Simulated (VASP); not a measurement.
A run of VASP 6.6.1 is set up as follows.

File INCAR:

```
SYSTEM = Ca3Ni
ALGO = Fast
EDIFF = 1E-6
EDIFFG = -0.04
ENCUT = 600
GGA = PE
IBRION = 2
ISIF = 3
ISMEAR = 0
LASPH = .True.
LCHARG = .False.
LREAL = .False.
LWAVE = .False.
NELM = 60
NSW = 90
PREC = Accurate
SIGMA = 0.1
```

Contents of KPOINTS:

```
k-points
0
Gamma
  3 3 4
  0 0 0
```

File POSCAR:

```
Ca3Ni
1.0
    6.5062535080      0.0000000000      0.0000000000
   -3.2531267540      5.6345808214      0.0000000000
    0.0000000000      0.0000000000      5.2222723051
Ca Ni
6 2
Direct
    0.8330000000      0.6660000000      0.2500000000
    0.1670000000      0.8330000000      0.7500000000
    0.3340000000      0.1670000000      0.2500000000
    0.1670000000      0.3340000000      0.7500000000
    0.8330000000      0.1670000000      0.2500000000
    0.6660000000      0.8330000000      0.7500000000
    0.3333333333      0.6666666667      0.2500000000
    0.6666666667      0.3333333333      0.7500000000
```

Potentials or basis: VASP PAW PBE potentials, release 64 (Ca_sv, Ni).

The run is started by

```console
$ cat potpaw_PBE.64/Ca_sv/POTCAR potpaw_PBE.64/Ni/POTCAR > POTCAR
$ mpirun -np 1 vasp_std > vasp.out
```

Q: Estimate the relaxed cell.

A: a = 7.195 Å, b = 7.195 Å, c = 5.190 Å, α = 90.00°, β = 90.00°, γ = 120.00°.

Q: What does it give for the band gap on the k mesh?

A: Zero (bands 40 and 41 overlap by 0.70 eV).

Q: What does it give for the relaxed volume?

A: 29.08 Å³/atom.

Stress tensor (GPa, compression positive):
```
-0.03  0.00  0.00
 0.00 -0.03  0.00
 0.00  0.00 -0.21
```

Caveat: the k points lie up to 0.34 Å⁻¹ apart in the final cell, too coarse for converged energies and pressures of a metal; the volume moved by over 15 % at a fixed basis, so the end points are rough. Spin polarisation is off, so any magnetic state and its effect on volume and gap are missing.
